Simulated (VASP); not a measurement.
The system is PtSe.

```
CELL_PARAMETERS angstrom
3.70187 0.00000 0.00000
-1.85094 3.20591 0.00000
0.00000 0.00000 3.61284
ATOMIC_POSITIONS crystal
Pt 0.00000 0.00000 0.00000
Se 0.66667 0.33333 0.50000
```

| Quantity | Value |
| --- | --- |
| Program | VASP 6.6.1 |
| Task | relaxation of cell and atoms |
| Functional | PBEsol |
| Potentials or basis | VASP PAW PBE potentials, release 64 (Pt, Se) |
| Cutoff | 600 eV |
| k mesh | 8 × 8 × 7 |
| Occupations | fermi-dirac, width 0.05 eV |
| Spin | no spin polarisation |

At the start: pressure -16.3 GPa; volume 21.44 Å³/atom.

Task: Where does the relaxation end?

Result: Over 12 steps the energy falls by 215.6 meV/atom and the volume is 18.45 Å³/atom (-14.0 %); space group P-6m2 (No. 187, to 0.05 Å).

Step by step:
```
step  energy change (eV)  largest force (eV/Å)  pressure (GPa)  volume (Å³)
   1              0.0000                0.0000          -16.32        42.88
   2              0.1718                0.0000           38.87        30.69
   3             -0.4092                0.0000           -0.75        36.50
   4             -0.4098                0.0000           -0.06        36.34
   5             -0.4098                0.0000            0.45        36.22
   6             -0.4121                0.0000            0.42        36.27
   7             -0.4184                0.0000            0.39        36.41
   8             -0.4281                0.0000            0.42        36.64
   9             -0.4185                0.0000            1.38        36.88
  10             -0.4309                0.0000            0.55        36.75
  11             -0.4202                0.0000           -3.52        37.86
  12             -0.4311                0.0000           -0.01        36.89
```

Final structure:
```cif
data_structure
_symmetry_space_group_name_H-M 'P 1'
_symmetry_Int_Tables_number 1
_cell_length_a 3.6966
_cell_length_b 3.6966
_cell_length_c 3.1174
_cell_angle_alpha 90.000
_cell_angle_beta 90.000
_cell_angle_gamma 120.000
_cell_volume 36.89
loop_
_atom_site_label
_atom_site_type_symbol
_atom_site_fract_x
_atom_site_fract_y
_atom_site_fract_z
_atom_site_occupancy
Pt1 Pt 0.00000 0.00000 0.00000 1
Se1 Se 0.66667 0.33333 0.50000 1
```

Caveat: the PAW data sets were made with another functional, which shifts forces and pressure a little.
